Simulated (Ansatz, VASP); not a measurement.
## Two plane-wave programs on C

File INCAR:

```
  PREC = Accurate
  ENCUT = 520
  EDIFF = 1E-6
  ISMEAR = 0
  SIGMA = 0.05
  LREAL = F
  LASPH = T
  NELM = 80
  ALGO = Normal
  ISIF = 2
  LWAVE = F
  LCHARG = F
  GGA = PE
  NBANDS = 11
```

The input KPOINTS:

```
regular mesh
0
Gamma
  12 12 12
```

The input POSCAR:

```
C
1.0
    0.0000000000      2.0068410628      1.8795997496
    1.4710881651      0.0000000000      1.8795997496
    1.4710881651      2.0068410628      0.0000000000
C
2
Direct
    0.5000000000      0.5000000000      0.5000000000
    0.7500000000      0.7500000000      0.7500000000
```

Input for Ansatz:

```yaml
crystal:
  lattice:
    - [0.0, 2.0068410628, 1.8795997496]
    - [1.4710881651, 0.0, 1.8795997496]
    - [1.4710881651, 2.0068410628, 0.0]
  atoms:
    - { symbol: C, position: [0.5, 0.5, 0.5] }
    - { symbol: C, position: [0.75, 0.75, 0.75] }
basis:
  ecutwfc: 520.0
kpoints:
  mp_grid: { grid: [12, 12, 12] }
hamiltonian:
  xc: pbe
  pseudopotentials: { kind: paw, azcp: { folder: soft_1 } }
scf:
  occupations: { method: gaussian, width: 0.05 }
output:
  forces: true
  stress: true
  eigenvalues: true
```

Change from the starting cell: strain +e along x and -e along y -0.1500, strain +e along z and -e/2 along x and y +0.0525.

Alike in both runs: task single point; functional PBE; k mesh 12 × 12 × 12; occupations gaussian, width 0.05 eV; no spin polarisation.

```csv
,VASP,Ansatz
version,VASP 6.6.1,Ansatz 0.2.0
potentials or method,"VASP PAW PBE potentials, release 64 (C), cutoff 520 eV","scalar-relativistic, plane waves, PAW"
valence electrons in the cell,8,8
```

Ansatz gave:

| Item | Value |
| --- | --- |
| gap on the k mesh at the Fermi level (eV) | none |
| pressure (GPa) | 12.3 |
| traceless stress, the component that is largest in VASP (GPa) | 120.17 |

**Question.** What did VASP give for the same quantities?

**Answer.** gap on the k mesh at the Fermi level (eV): none; pressure (GPa): 12.9; traceless stress, the component that is largest in VASP (GPa): 120.07.

A gap of «none» marks a metal or a gap that the smearing closes. With one functional, cell and mesh, what is left measures potentials, basis and numerics.
